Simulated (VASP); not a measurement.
# Zr2Ti3C5 (I4/mmm) in VASP: single point with PBE

Aim: the single point of Zr2Ti3C5 with PBE.

Program: VASP 6.6.1. These are calculated values, not measurements. Logs are shortened: lines on timing, memory, paths and dates and some standing lists are left out, and cuts for length are marked.

## Step 1: The cell of the first run

The structure is tetragonal, space group I4/mmm (No. 139). Conventional cell: a = 3.196 Å, b = 3.196 Å, c = 22.395 Å, α = 90.00°, β = 90.00°, γ = 90.00°. Within 3.0 Å of Zr (site symmetry 4mm) lie 6 C at 2.26 to 2.43 Å. Within 2.8 Å of Ti (site symmetry 4mm) lie 6 C at 2.12 to 2.26 Å. Within 2.8 Å of Ti (site symmetry 4/mmm) lie 6 C at 2.11 to 2.26 Å. C (site symmetry 4mm) has 1 Ti at 2.26 Å and 5 Zr at 2.26 to 2.43 Å within 3.0 Å. C (site symmetry 4mm) has 5 Ti at 2.11 to 2.26 Å and 1 Zr at 2.28 Å within 2.8 Å. Within 2.8 Å of C (site symmetry 4/mmm) lie 6 Ti at 2.12 to 2.26 Å.

## Step 2: Single point, PBE

INCAR reads:

```
SYSTEM = Zr2Ti3C5
PREC = Accurate ; ENCUT = 520
EDIFF = 1E-6 ; ISMEAR = 0
SIGMA = 0.2 ; LREAL = .False.
LASPH = .True. ; NELM = 80
ALGO = Normal ; ISIF = 2
LWAVE = .False. ; LCHARG = .True.
GGA = PE ; LELF = .True.
LVHAR = .True. ; NBANDS = 51
```

KPOINTS reads:

```
regular mesh
0
Gamma
  8 8 8
  0 0 0
```

POSCAR reads:

```
Zr2Ti3C5
1.0
    0.0000000000     -3.1956336000      0.0000000000
    3.1956336000      0.0000000000      0.0000000000
   -1.5978168000      1.5978168000     11.1975973000
Zr Ti C
2 3 5
Direct
    0.1961520000      0.1961520000      0.3923040000
    0.8038480000      0.8038480000      0.6076960000
    0.5946580000      0.5946580000      0.1893160000
    0.4053420000      0.4053420000      0.8106840000
    0.0000000000      0.0000000000      0.0000000000
    0.6955480000      0.6955480000      0.3910960000
    0.3044520000      0.3044520000      0.6089040000
    0.9056630000      0.9056630000      0.8113260000
    0.5000000000      0.5000000000      0.0000000000
    0.0943370000      0.0943370000      0.1886740000
```

Potentials or basis: VASP PAW PBE potentials, release 64 (Zr_sv, Ti_sv, C).

Launch:

```
$ cat potpaw_PBE.64/Zr_sv/POTCAR potpaw_PBE.64/Ti_sv/POTCAR potpaw_PBE.64/C/POTCAR > POTCAR
$ mpirun -np 1 vasp_std > vasp.out
```

OUTCAR:

```text
SYSTEM = Zr2Ti3C5
   PREC = Accurate
   ENCUT = 520
   EDIFF = 1E-6
   ISMEAR = 0
   LREAL = .False.
   LASPH = .True.
   NELM = 80
   ISIF = 2
   GGA = PE

 ion  position               nearest neighbor table
   1  0.196  0.196  0.392-   6 2.26   6 2.26   6 2.26   6 2.26  10 2.28   7 2.43   3 3.21   3 3.21
                             3 3.21   3 3.21   2 3.31   2 3.31   2 3.31   2 3.31
   2  0.804  0.804  0.608-   7 2.26   7 2.26   7 2.26   7 2.26   8 2.28   6 2.43   4 3.21   4 3.21
                             4 3.21   4 3.21   1 3.31   1 3.31   1 3.31   1 3.31
   3  0.595  0.595  0.189-   9 2.12   6 2.26  10 2.26  10 2.26  10 2.26  10 2.26   1 3.21   1 3.21
                             1 3.21   1 3.21
   4  0.405  0.405  0.811-   9 2.12   7 2.26   8 2.26   8 2.26   8 2.26   8 2.26   2 3.21   2 3.21
                             2 3.21   2 3.21
   5  0.000  0.000  0.000-   8 2.11  10 2.11   9 2.26   9 2.26   9 2.26   9 2.26
   6  0.696  0.696  0.391-   3 2.26   1 2.26   1 2.26   1 2.26   1 2.26   2 2.43
   7  0.304  0.304  0.609-   4 2.26   2 2.26   2 2.26   2 2.26   2 2.26   1 2.43
   8  0.906  0.906  0.811-   5 2.11   4 2.26   4 2.26   4 2.26   4 2.26   2 2.28
   9  0.500  0.500  0.000-   3 2.12   4 2.12   5 2.26   5 2.26   5 2.26   5 2.26
  10  0.094  0.094  0.189-   5 2.11   3 2.26   3 2.26   3 2.26   3 2.26   1 2.28

  LATTYP: Found a body centered tetragonal cell.
 ALAT       =     3.1956336000
 C/A-ratio  =     7.0080608115

  Lattice vectors:

 A1 = (  -1.5978168000,  -1.5978168000, -11.1975973000)
 A2 = (   1.5978168000,   1.5978168000, -11.1975973000)
 A3 = (   1.5978168000,  -1.5978168000,  11.1975973000)

Analysis of symmetry for initial positions (statically):
=====================================================================
 Subroutine PRICEL returns:
 Original cell was already a primitive cell.

 Routine SETGRP: Setting up the symmetry group for a
 body centered tetragonal supercell.

 Subroutine GETGRP returns: Found 16 space group operations
 (whereof 16 operations were pure point group operations)
 out of a pool of 16 trial point group operations.

The static configuration has the point symmetry D_4h.

Analysis of symmetry for dynamics (positions and initial velocities):
=====================================================================
 Subroutine PRICEL returns:
 Original cell was already a primitive cell.

 Routine SETGRP: Setting up the symmetry group for a
 body centered tetragonal supercell.

 Subroutine GETGRP returns: Found 16 space group operations
 (whereof 16 operations were pure point group operations)
 out of a pool of 16 trial point group operations.

[... 128 lines left out ...]
   NUPDOWN=      -1.0000    fix difference up-down
   EMIN   =  10.00;   EMAX   =-10.00  energy-range for DOS
   EFERMI =   0.00;   METHOD = LEGACY
   ISMEAR =     0;   SIGMA  =   0.20  broadening in eV -4-tet -1-fermi 0-gaus
   EFERMI_NEDOS =   21; number of points for ismear=-14 and -15
   IALGO  =     38    algorithm
   IMIX   =      4    mixing-type and parameters
     AMIX     =   0.40;   BMIX     =  1.00
     AMIX_MAG =   1.60;   BMIX_MAG =  1.00
  volume/ion in A,a.u.               =      11.44        77.17
  Fermi-wavevector in a.u.,A,eV,Ry     =   1.453311  2.746360 28.737040  2.112113
  Thomas-Fermi vector in A             =   2.570592
   LORBIT       =      0    0 simple, 1 ext, 2 COOP (PROOUT), +10 PAW based schemes
   GGA     = PE    functional components
   LHFCALC =     F    Hartree Fock is set to
   AEXX    =    0.0000 exact exchange contribution
   IVDW    =     0    specifies the selected vdW correction
   LEPSILON=     F    determine dielectric tensor
   LRPA    =     F    only Hartree local field effects (RPA)
 non-spin polarized calculation
 Gauss-broadening in eV      SIGMA  =   0.20
  energy-cutoff  :      520.00
  volume of cell :      114.35
 maximum number of plane-waves:      3120
   NGX = 11   NGY = 11   NGZ = 43

 number of electron      79.9999999 magnetization

 Free energy of the ion-electron system (eV)
  ---------------------------------------------------
  ext. energy  EPLUGINS =         0.00000000
  ---------------------------------------------------
  free energy    TOTEN  =       -94.32422951 eV

  energy without entropy =      -94.29654900  energy(sigma->0) =      -94.31038926

 E-fermi :   9.3489     XC(G=0): -12.3681

 val. band max:        9.3414545318   @ k =   0.0000   0.0000   0.5000
 cond. band min:       9.4026896667   @ k =   0.0000   0.0000   0.5000
 fundamental gap:      0.0612351349
 Fermi energy:         9.3489316718

 k-point     1 :       0.0000    0.0000    0.0000
  band No.  band energies     occupation
      1     -47.4672      2.00000
      2     -47.4552      2.00000
      3     -47.3853      2.00000
      4     -38.4431      2.00000
      5     -38.3686      2.00000
      6     -23.7737      2.00000
[... 1285 lines left out ...]
     50      12.2401      0.00000
     51      12.7855      0.00000

 [... further k-points ...]

------------------------ aborting loop because EDIFF is reached ----------------------------------------

  FORCE on cell =-STRESS in cart. coord.  units (eV):
  Direction    XX          YY          ZZ          XY          YZ          ZX
  --------------------------------------------------------------------------------------
  -------------------------------------------------------------------------------------
  Total        0.1695724      0.1695724      0.2034277      0.0000000      0.0000000      0.0000000
  in kB        2.3758936      2.3758936      2.8502429      0.0000000      0.0000000      0.0000000
  external PRESSURE =       2.5340101 kB  Pullay stress =       0.0000000 kB

 VOLUME and BASIS-vectors are now :
 -----------------------------------------------------------------------------
  energy-cutoff  :      520.00
  volume of cell :      114.35
      direct lattice vectors                 reciprocal lattice vectors
     0.000000000 -3.195633600  0.000000000     0.000000000 -0.312926989  0.044652436
     3.195633600  0.000000000  0.000000000     0.312926989  0.000000000  0.044652436
    -1.597816800  1.597816800 11.197597300     0.000000000  0.000000000  0.089304873

 POSITION                                       TOTAL-FORCE (eV/Angst)
 -----------------------------------------------------------------------------------
     -0.00000      0.00000      4.39286         0.000000     -0.000000     -0.003449
      1.59782     -1.59782      6.80474        -0.000000      0.000000      0.003449
      1.59782     -1.59782      2.11988         0.000000     -0.000000      0.004578
     -0.00000      0.00000      9.07771        -0.000000      0.000000     -0.004578
      0.00000      0.00000      0.00000         0.000000     -0.000000      0.000000
      1.59782     -1.59782      4.37934        -0.000000      0.000000      0.001983
     -0.00000      0.00000      6.81826         0.000000     -0.000000     -0.001983
      1.59782     -1.59782      9.08490         0.000000     -0.000000     -0.007648
      1.59782     -1.59782      0.00000        -0.000000      0.000000      0.000000
      0.00000     -0.00000      2.11270         0.000000     -0.000000      0.007648
 -----------------------------------------------------------------------------------
    total drift:                               -0.000000      0.000000      0.000000

  FREE ENERGIE OF THE ION-ELECTRON SYSTEM (eV)
  ---------------------------------------------------
  free  energy   TOTEN  =       -94.3242295146 eV

  energy  without entropy=      -94.2965489955  energy(sigma->0) =      -94.31038926
```

stdout:

```text
POSCAR found type information on POSCAR ZrTiC
 POSCAR found :  3 types and      10 ions
 scaLAPACK will be used
 LDA part: xc-table for (Slater+PW92), standard interpolation
 POSCAR, INCAR and KPOINTS ok, starting setup
 FFT: planning ... GRIDC
 FFT: planning ... GRID_SOFT
 FFT: planning ... GRID
 WAVECAR not read
 entering main loop
```

Wall time 9 min (1 thread of AMD EPYC 7R43 (Zen 3), shared host); peak memory 0.37 GiB.

What came out:

* Free energy: -94.3242 eV
* Pressure: 0.3 GPa
* Largest force: 0.008 eV/Å
* Band gap on the k mesh: zero (bands 40 and 41 overlap by 0.43 eV)

Forces in eV/Å, atoms in the order of the input:
```
Zr   0.000  0.000 -0.003
Zr   0.000  0.000  0.003
Ti   0.000  0.000  0.005
Ti   0.000  0.000 -0.005
Ti   0.000  0.000  0.000
C    0.000  0.000  0.002
C    0.000  0.000 -0.002
C    0.000  0.000 -0.008
C    0.000  0.000  0.000
C    0.000  0.000  0.008
```

Levels at points of the mesh, in eV from the Fermi level:
| k point | band 37 | band 38 | band 39 | band 40 | band 41 | band 42 | band 43 | band 44 |
| --- | --- | --- | --- | --- | --- | --- | --- | --- |
| (0.00, 0.00, 0.00) | -0.21 | -0.21 | -0.18 | 0.09 | 0.09 | 0.83 | 0.86 | 0.86 |
| (0.50, 0.00, 0.00) | -2.48 | -2.45 | -2.42 | -2.29 | 1.99 | 2.28 | 2.42 | 2.47 |
| (0.50, 0.50, 0.00) | -1.61 | -1.22 | -1.14 | -0.02 | 0.14 | 0.87 | 1.01 | 2.27 |
| (0.00, 0.00, 0.50) | -0.58 | -0.01 | -0.01 | 0.05 | 0.05 | 0.36 | 0.36 | 0.45 |

The gap in the log of VASP goes by the Fermi energy; the results here count the filled bands.